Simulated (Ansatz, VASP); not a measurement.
**One calculation of AlN, two programs**

File INCAR:

```
PREC = Accurate ; ENCUT = 520
EDIFF = 1E-6 ; ISMEAR = 0
SIGMA = 0.05 ; LREAL = F
LASPH = T ; NELM = 80
ALGO = Normal ; ISIF = 2
LWAVE = F ; LCHARG = F
NBANDS = 11
```

File KPOINTS:

```
Automatic mesh
0
Gamma
  10 10 10
```

POSCAR

```
AlN
1.0
   -0.4409088598      1.8396542082      1.8396542082
    1.8396542082     -0.4409088598      1.8396542082
    1.8396542082      1.8396542082     -0.4409088598
Al N
1 1
Direct
    0.5000000000      0.5000000000      0.5000000000
    0.0000000000      0.0000000000      0.0000000000
```

Input for Ansatz:

```yaml
crystal:
  lattice:
    - [-0.4409088598, 1.8396542082, 1.8396542082]
    - [1.8396542082, -0.4409088598, 1.8396542082]
    - [1.8396542082, 1.8396542082, -0.4409088598]
  atoms:
    - { symbol: Al, position: [0.5, 0.5, 0.5] }
    - { symbol: "N", position: [0.0, 0.0, 0.0] }
basis:
  ecutwfc: 420
kpoints:
  mp_grid: { grid: [10, 10, 10] }
hamiltonian:
  xc: lda
scf:
  occupations: { method: gaussian, width: 0.05 }
output:
  forces: true
  stress: true
  eigenvalues: true
```

Alike in both runs: task single point; functional LDA; k mesh 10 × 10 × 10; occupations gaussian, width 0.05 eV; no spin polarisation.

```csv
,VASP,Ansatz
version,VASP 6.6.1,Ansatz 0.2.0
potentials or method,"VASP PAW LDA potentials, release 64 (Al, N), cutoff 520 eV","scalar-relativistic, plane waves, PAW"
valence electrons in the cell,8,8
```

|  | VASP | Ansatz | Ansatz less VASP |
| --- | --- | --- | --- |
| gap on the k mesh at the Fermi level (eV) | none | none | - |
| pressure (GPa) | -4.2 | -4.6 | -0.42 |
| traceless stress, the component that is largest in VASP (GPa) | 35.59 | 35.61 | +0.022 |

LDA's correlation is that of Perdew and Zunger in VASP and of Perdew and Wang (1992) in Ansatz. A gap of «none» marks a metal or a gap that the smearing closes.
